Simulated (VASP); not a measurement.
# Mg3ZrN (Pm-3m) in VASP: single point with PBE

Aim: the single point of Mg3ZrN with PBE.

All numbers are computed with VASP 6.6.1; they aren't measurements. Logs are shortened: lines on timing, memory, paths and dates and some standing lists are left out, and cuts for length are marked.

### Step 1. The cell of the first run

The structure is cubic, space group Pm-3m (No. 221). The conventional cell has a = 5.858 Å, b = 5.858 Å, c = 5.858 Å, α = 90.00°, β = 90.00°, γ = 90.00°. Within 3.9 Å of Mg (site symmetry 4/mmm) lie 2 Zr at 2.93 Å. Within 3.9 Å of Zr (site symmetry m-3m) lie 6 Mg at 2.93 Å. N (site symmetry m-3m) has 12 Mg at 4.14 Å and 8 Zr at 5.07 Å within 5.4 Å.

### Step 2. Single point, PBE, collinear spin, ferrimagnetic start

Input file INCAR:

```
SYSTEM = Mg3ZrN
PREC     = Accurate       ! precision mode
ENCUT    = 520            ! plane-wave cutoff, eV
EDIFF    = 1E-7           ! SCF threshold, eV
ISMEAR   = 0              ! smearing method
SIGMA    = 0.1            ! smearing width, eV
LREAL    = .FALSE.        ! projectors in reciprocal space
LASPH    = .TRUE.         ! aspherical terms in the spheres
NELM     = 150            ! most SCF steps
ALGO     = Normal         ! electronic algorithm
ISIF     = 2              ! what is computed and relaxed
LWAVE    = .FALSE.        ! write WAVECAR
LCHARG   = .FALSE.        ! write CHGCAR
ISPIN    = 2              ! spin polarisation
MAGMOM   = 0 0 0 1.53 -2.81 ! initial moments
LORBIT   = 11             ! projections on sites
LMAXMIX  = 4              ! l up to which the mixer works
GGA      = PE             ! functional
NBANDS   = 24             ! bands
```

Input file KPOINTS:

```
Automatic mesh
0
G
  6 6 6
  0 0 0
```

Input file POSCAR:

```
Mg3ZrN
1.0
    5.8579970696      0.0000000000      0.0000000000
    0.0000000000      5.8579970696      0.0000000000
    0.0000000000      0.0000000000      5.8579970696
Mg Zr N
3 1 1
Direct
    0.0000000000      0.5000000000      0.5000000000
    0.5000000000      0.0000000000      0.5000000000
    0.5000000000      0.5000000000      0.0000000000
    0.5000000000      0.5000000000      0.5000000000
    0.0000000000      0.0000000000      0.0000000000
```

Potentials or basis: VASP PAW PBE potentials, release 64 (Mg, Zr_sv, N).

Command:

```bash
cat potpaw_PBE.64/Mg/POTCAR potpaw_PBE.64/Zr_sv/POTCAR potpaw_PBE.64/N/POTCAR > POTCAR
mpirun -np 1 vasp_std > vasp.out
```

OUTCAR:

```text
SYSTEM = Mg3ZrN
   PREC = Accurate
   ENCUT = 520
   EDIFF = 1E-7
   ISMEAR = 0
   LREAL = .FALSE.
   LASPH = .TRUE.
   NELM = 150
   ISIF = 2
   ISPIN = 2
   LORBIT = 11
   GGA = PE

 ion  position               nearest neighbor table
   1  0.000  0.500  0.500-   4 2.93   4 2.93
   2  0.500  0.000  0.500-   4 2.93   4 2.93
   3  0.500  0.500  0.000-   4 2.93   4 2.93
   4  0.500  0.500  0.500-   1 2.93   2 2.93   3 2.93   3 2.93   2 2.93   1 2.93
   5  0.000  0.000  0.000-

  LATTYP: Found a simple cubic cell.
 ALAT       =     5.8579970696

  Lattice vectors:

 A1 = (   5.8579970696,   0.0000000000,   0.0000000000)
 A2 = (   0.0000000000,   5.8579970696,   0.0000000000)
 A3 = (   0.0000000000,   0.0000000000,   5.8579970696)

Analysis of symmetry for initial positions (statically):
=====================================================================
 Subroutine PRICEL returns:
 Original cell was already a primitive cell.

 Routine SETGRP: Setting up the symmetry group for a
 simple cubic supercell.

 Subroutine GETGRP returns: Found 48 space group operations
 (whereof 48 operations were pure point group operations)
 out of a pool of 48 trial point group operations.

The static configuration has the point symmetry O_h .

Analysis of symmetry for dynamics (positions and initial velocities):
=====================================================================
 Subroutine PRICEL returns:
 Original cell was already a primitive cell.

 Routine SETGRP: Setting up the symmetry group for a
 simple cubic supercell.

 Subroutine GETGRP returns: Found 48 space group operations
 (whereof 48 operations were pure point group operations)
 out of a pool of 48 trial point group operations.

The dynamic configuration has the point symmetry O_h .

Analysis of structural, dynamic, and magnetic symmetry:
=====================================================================
 Subroutine PRICEL returns:
 Original cell was already a primitive cell.

 Routine SETGRP: Setting up the symmetry group for a
 simple cubic supercell.

 Subroutine GETGRP returns: Found 48 space group operations
 (whereof 48 operations were pure point group operations)
 out of a pool of 48 trial point group operations.

The overall configuration has the point symmetry O_h .

 Subroutine INISYM returns: Found 48 space group operations
 (whereof 48 operations are pure point group operations),
 and found     1 'primitive' translations

----------------------------------------------------------------------------------------

                                     Primitive cell

  volume of cell :     201.0238

  direct lattice vectors                    reciprocal lattice vectors
     5.857997070  0.000000000  0.000000000     0.170706811  0.000000000  0.000000000
     0.000000000  5.857997070  0.000000000     0.000000000  0.170706811  0.000000000
     0.000000000  0.000000000  5.857997070     0.000000000  0.000000000  0.170706811

  length of vectors
     5.857997070  5.857997070  5.857997070     0.170706811  0.170706811  0.170706811

  position of ions in fractional coordinates (direct lattice)
     0.000000000  0.500000000  0.500000000
     0.500000000  0.000000000  0.500000000
     0.500000000  0.500000000  0.000000000
     0.500000000  0.500000000  0.500000000
     0.000000000  0.000000000  0.000000000

  ion indices of the primitive-cell ions
   primitive index   ion index
                 1           1
                 2           2
                 3           3
                 4           4
                 5           5

----------------------------------------------------------------------------------------

 KPOINTS: Automatic mesh

Automatic generation of k-mesh.
 Grid dimensions read from file:
 generate k-points for:    6    6    6

 Generating k-lattice:

  Cartesian coordinates                     Fractional coordinates (reciprocal lattice)
     0.028451135  0.000000000  0.000000000     0.166666667  0.000000000  0.000000000
     0.000000000  0.028451135  0.000000000     0.000000000  0.166666667  0.000000000
     0.000000000  0.000000000  0.028451135     0.000000000  0.000000000  0.166666667

  Length of vectors
     0.028451135  0.028451135  0.028451135

  Shift w.r.t. Gamma in fractional coordinates (k-lattice)
     0.000000000  0.000000000  0.000000000

 Subroutine IBZKPT returns following result:
 ===========================================

 Found     20 irreducible k-points:

 Following reciprocal coordinates:
            Coordinates               Weight
  0.000000  0.000000  0.000000      1.000000
  0.166667  0.000000  0.000000      6.000000
  0.333333  0.000000  0.000000      6.000000
  0.500000  0.000000  0.000000      3.000000
  0.166667  0.166667  0.000000     12.000000
  0.333333  0.166667  0.000000     24.000000
[... 12 lines left out ...]
  0.500000  0.500000  0.333333      6.000000
  0.500000  0.500000  0.500000      1.000000
   k-points           NKPTS =     20   k-points in BZ     NKDIM =     20   number of bands    NBANDS=     24
   number of dos      NEDOS =    301   number of ions     NIONS =      5
   total plane-waves  NPLWV = 110592
   dimension x,y,z NGX =    48 NGY =   48 NGZ =   48
   dimension x,y,z NGXF=    96 NGYF=   96 NGZF=   96
   ions per type =               3   1   1
   NGX,Y,Z   is equivalent  to a cutoff of  13.62, 13.62, 13.62 a.u.
   NGXF,Y,Z  is equivalent  to a cutoff of  27.24, 27.24, 27.24 a.u.
 SYSTEM =  Mg3ZrN
   PREC   = accura    normal or accurate (medium, high low for compatibility)
   ISTART =      0    job   : 0-new  1-cont  2-samecut
   ICHARG =      2    charge: 1-file 2-atom 10-const
   ISPIN  =      2    spin polarized calculation?
   LNONCOLLINEAR =      F non collinear calculations
   LSORBIT =      F    spin-orbit coupling
   LASPH  =      T    aspherical Exc in radial PAW
   ENCUT  =  520.0 eV  38.22 Ry    6.18 a.u.  10.89 10.89 10.89*2*pi/ulx,y,z
   NELM   =    150;   NELMIN=  2; NELMDL= -5     # of ELM steps
   EDIFF  = 0.1E-06   stopping-criterion for ELM
   LREAL  =      F    real-space projection
   EDIFFG = 0.1E-05   stopping-criterion for IOM
   NSW    =      0    number of steps for IOM
   IBRION =     -1    ionic relax: 0-MD 1-quasi-New 2-CG
   NFREE  =      0    steps in history (QN), initial steepest desc. (CG)
   ISIF   =      2    stress and relaxation
   ISYM   =      2    0-nonsym 1-usesym 2-fastsym
   POTIM  = 0.5000    time-step for ionic-motion
   TEBEG  =    0.0;   TEEND  =   0.0 temperature during run
   PSTRESS=    0.0 pullay stress
   NELECT =      23.0000    total number of electrons
   NUPDOWN=      -1.0000    fix difference up-down
   EMIN   =  10.00;   EMAX   =-10.00  energy-range for DOS
   EFERMI =   0.00;   METHOD = LEGACY
   ISMEAR =     0;   SIGMA  =   0.10  broadening in eV -4-tet -1-fermi 0-gaus
   EFERMI_NEDOS =   21; number of points for ismear=-14 and -15
   IALGO  =     38    algorithm
   IMIX   =      4    mixing-type and parameters
     AMIX     =   0.40;   BMIX     =  1.00
     AMIX_MAG =   1.60;   BMIX_MAG =  1.00
  volume/ion in A,a.u.               =      40.20       271.32
  Fermi-wavevector in a.u.,A,eV,Ry     =   0.794758  1.501875  8.593990  0.631640
  Thomas-Fermi vector in A             =   1.900953
   LORBIT       =     11    0 simple, 1 ext, 2 COOP (PROOUT), +10 PAW based schemes
   GGA     = PE    functional components
   LHFCALC =     F    Hartree Fock is set to
   AEXX    =    0.0000 exact exchange contribution
   IVDW    =     0    specifies the selected vdW correction
   LEPSILON=     F    determine dielectric tensor
   LRPA    =     F    only Hartree local field effects (RPA)
 spin polarized calculation
 Gauss-broadening in eV      SIGMA  =   0.10
  energy-cutoff  :      520.00
  volume of cell :      201.02
 maximum number of plane-waves:      5449
 NGX is ok and might be reduce to    48
   NGX = 21   NGY = 21   NGZ = 21

 number of electron      23.0000000 magnetization      -1.2800000

 number of electron      23.0000000 magnetization       0.9267939

 Free energy of the ion-electron system (eV)
  ---------------------------------------------------
  ext. energy  EPLUGINS =         0.00000000
  ---------------------------------------------------
  free energy    TOTEN  =       -11.21732607 eV

  energy without entropy =      -11.19264780  energy(sigma->0) =      -11.20498693

 E-fermi :  -0.0254     XC(G=0):  -6.6842

 val. band max:       -0.0256111673   @ k =   0.5000   0.5000   0.3333
 cond. band min:      -0.0248505192   @ k =   0.3333   0.3333   0.0000
 fundamental gap:      0.0007606481
 Fermi energy:        -0.0254315011

 spin component 1

 k-point     1 :       0.0000    0.0000    0.0000
  band No.  band energies     occupation
      1     -49.0718      1.00000
      2     -27.2393      1.00000
      3     -27.2393      1.00000
      4     -27.2393      1.00000
      5     -10.2392      1.00000
      6      -4.1947      1.00000
[... 493 lines left out ...]
      6      -2.1571      1.00000
[... 15 lines left out ...]
     22       6.9402      0.00000
     23       6.9402      0.00000
 Fermi energy:        -0.0254315011

 spin component 2

 k-point     1 :       0.0000    0.0000    0.0000
  band No.  band energies     occupation
      1     -48.1999      1.00000
      2     -26.1975      1.00000
      3     -26.1975      1.00000
      4     -26.1975      1.00000
      5     -14.0886      1.00000
      6      -3.4383      1.00000
[... 493 lines left out ...]
      6      -2.7419      1.00000
[... 15 lines left out ...]
     22       7.1276      0.00000
     23       7.1276      0.00000
 [bands above 23 left out]

------------------------ aborting loop because EDIFF is reached ----------------------------------------

  FORCE on cell =-STRESS in cart. coord.  units (eV):
  Direction    XX          YY          ZZ          XY          YZ          ZX
  --------------------------------------------------------------------------------------
  -------------------------------------------------------------------------------------
  Total       -0.0130565     -0.0130565     -0.0130565      0.0000000     -0.0000000      0.0000000
  in kB       -0.1040612     -0.1040612     -0.1040612      0.0000000     -0.0000000      0.0000000
  external PRESSURE =      -0.1040612 kB  Pullay stress =       0.0000000 kB

 VOLUME and BASIS-vectors are now :
 -----------------------------------------------------------------------------
  energy-cutoff  :      520.00
  volume of cell :      201.02
      direct lattice vectors                 reciprocal lattice vectors
     5.857997070  0.000000000  0.000000000     0.170706811  0.000000000  0.000000000
     0.000000000  5.857997070  0.000000000     0.000000000  0.170706811  0.000000000
     0.000000000  0.000000000  5.857997070     0.000000000  0.000000000  0.170706811

 POSITION                                       TOTAL-FORCE (eV/Angst)
 -----------------------------------------------------------------------------------
      0.00000      2.92900      2.92900         0.000000      0.000000      0.000000
      2.92900      0.00000      2.92900         0.000000      0.000000      0.000000
      2.92900      2.92900      0.00000         0.000000      0.000000      0.000000
      2.92900      2.92900      2.92900         0.000000      0.000000      0.000000
      0.00000      0.00000      0.00000         0.000000      0.000000      0.000000
 -----------------------------------------------------------------------------------
    total drift:                                0.000000     -0.000000     -0.000000

  FREE ENERGIE OF THE ION-ELECTRON SYSTEM (eV)
  ---------------------------------------------------
  free  energy   TOTEN  =       -11.2173260655 eV

  energy  without entropy=      -11.1926478043  energy(sigma->0) =      -11.20498693

 total charge

# of ion       s       p       d       tot
------------------------------------------
    1        0.290   0.059   0.007   0.355
    2        0.290   0.059   0.007   0.355
    3        0.290   0.059   0.007   0.355
    4        2.200   5.915   1.777   9.892
    5        1.355   1.937   0.000   3.292
--------------------------------------------------
tot          4.424   8.030   1.797  14.251

 magnetization (x)

# of ion       s       p       d       tot
------------------------------------------
    1       -0.018   0.044   0.004   0.030
    2       -0.018   0.044   0.004   0.030
    3       -0.018   0.044   0.004   0.030
    4        0.050   0.020   1.389   1.459
    5       -0.034  -1.668   0.000  -1.702
--------------------------------------------------
tot         -0.038  -1.515   1.400  -0.153
```

It used 540 s of CPU time on 1 thread of AMD EPYC 7R13 Processor (Zen 3) (shared host).

What came out:

| Property | Result |
| --- | --- |
| Free energy | -11.2173 eV |
| Pressure | 0.0 GPa |
| Net moment | 0.93 μB per cell |
| Site moments | Mg +0.03; Zr +1.46; N -1.70 μB |
| Valence electrons inside the program's atomic spheres | Mg 0.35; Zr 9.89; N 3.29 |

Levels at points of the mesh, in eV from the Fermi level:
Spin up:
```
           k point  band 9  band 10  band 11  band 12  band 13  band 14  band 15  band 16
(0.00, 0.00, 0.00)    0.00     0.00     0.00     0.25     0.25     0.25     1.38     1.38
(0.50, 0.00, 0.00)   -0.49    -0.25    -0.25     0.28     0.79     0.86     0.86     0.94
(0.50, 0.50, 0.00)   -0.76    -0.70    -0.25    -0.08    -0.08     0.75     0.98     0.98
(0.50, 0.50, 0.50)   -1.43    -0.91    -0.91    -0.91    -0.23    -0.23     0.99     0.99
```
Spin down:
| k point | band 9 | band 10 | band 11 | band 12 | band 13 | band 14 |
| --- | --- | --- | --- | --- | --- | --- |
| (0.00, 0.00, 0.00) | -2.64 | -0.84 | -0.84 | 1.41 | 1.41 | 1.41 |
| (0.50, 0.00, 0.00) | -2.19 | -1.48 | -0.72 | 0.68 | 1.18 | 1.18 |
| (0.50, 0.50, 0.00) | -2.20 | -0.93 | -0.93 | 0.22 | 0.35 | 0.95 |
| (0.50, 0.50, 0.50) | -0.93 | -0.87 | -0.87 | -0.87 | 0.51 | 0.51 |
